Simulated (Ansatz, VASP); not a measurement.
Two plane-wave programs on Ca

```
Ca
1.0
     0.00000    2.83450    2.83450
     2.83450    0.00000    2.83450
     2.83450    2.83450    0.00000
Ca
1
Direct
  0.00000 0.00000 0.00000
```

Alike in both runs: task single point; functional PBE; k mesh 16 × 16 × 16; occupations fermi-dirac, width 0.1 eV; no spin polarisation.

|  | VASP | Ansatz |
| --- | --- | --- |
| version | VASP 6.6.1 | Ansatz 0.2.0 |
| potentials or method | VASP PAW PBE potentials, release 64 (Ca_sv), cutoff 520 eV | plane waves (420 eV) with PAW, scalar-relativistic |
| valence electrons in the cell | 10 | 10 |

|  | VASP | Ansatz | Ansatz less VASP |
| --- | --- | --- | --- |
| pressure (GPa) | -1.2 | -1.2 | -0.01 |
